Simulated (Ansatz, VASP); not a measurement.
# As in VASP and in Ansatz

INCAR

```
ALGO = Normal
EDIFF = 1E-6
ENCUT = 520
ISIF = 2
ISMEAR = -1
LASPH = True
LCHARG = False
LREAL = False
LWAVE = False
NBANDS = 12
NELM = 80
PREC = Accurate
SIGMA = 0.05
```

Contents of KPOINTS:

```
k-points
0
Gamma
  11 11 6
```

The input POSCAR:

```
As
1.0
    3.0031658500      0.0000000000      0.0000000000
   -1.5015829250      2.6008179178      0.0000000000
    0.0000000000      0.0000000000      4.8651286769
As
2
Direct
    0.2133333333      0.6066666667      0.1600000000
    0.7866666667      0.3933333333      0.8400000000
```

Input for Ansatz:

```yaml
crystal:
  lattice:
    - [3.00316585, 0.0, 0.0]
    - [-1.501582925, 2.6008179178, 0.0]
    - [0.0, 0.0, 4.8651286769]
  atoms:
    - { symbol: As, position: [0.2133333333, 0.6066666667, 0.16] }
    - { symbol: As, position: [0.7866666667, 0.3933333333, 0.84] }
kpoints:
  mp_grid: { grid: [11, 11, 6] }
scf:
  occupations: { method: fermi_dirac, width: 0.05 }
hamiltonian:
  xc: lda
  pseudopotentials: { kind: all_electron, lapw: { basis_error: 0.001 } }
output:
  forces: true
  stress: true
  eigenvalues: true
  populations: true
```

Change from the starting cell: shortest bond scaled by 0.64, LAPW.

Alike in both runs: task single point; functional LDA; k mesh 11 × 11 × 6; occupations fermi-dirac, width 0.05 eV; no spin polarisation.

|  | VASP | Ansatz |
| --- | --- | --- |
| version | VASP 6.6.1 | Ansatz 0.2.0 |
| potentials or method | VASP PAW LDA potentials, release 64 (As), cutoff 520 eV | all-electron LAPW, scalar-relativistic |

Ansatz gave:

| Property | Result |
| --- | --- |
| pressure (GPa) | 42.7 |
| traceless stress, the component that is largest in VASP (GPa) | 39.33 |
| rms of the force components (eV/Å) | 7.241 |

Question: Estimate VASP's values.

Answer: Pressure (GPa): 44.8; traceless stress, the component that is largest in VASP (GPa): 40.94; rms of the force components (eV/Å): 7.567.

LDA's correlation is that of Perdew and Zunger in VASP and of Perdew and Wang (1992) in Ansatz. Atom by atom the forces differ by 0.326 eV/Å (rms over components). Both programs put the cell under a high pressure, so it lies far from rest at this level. Ansatz ran all-electron here, and VASP with PAW potentials.
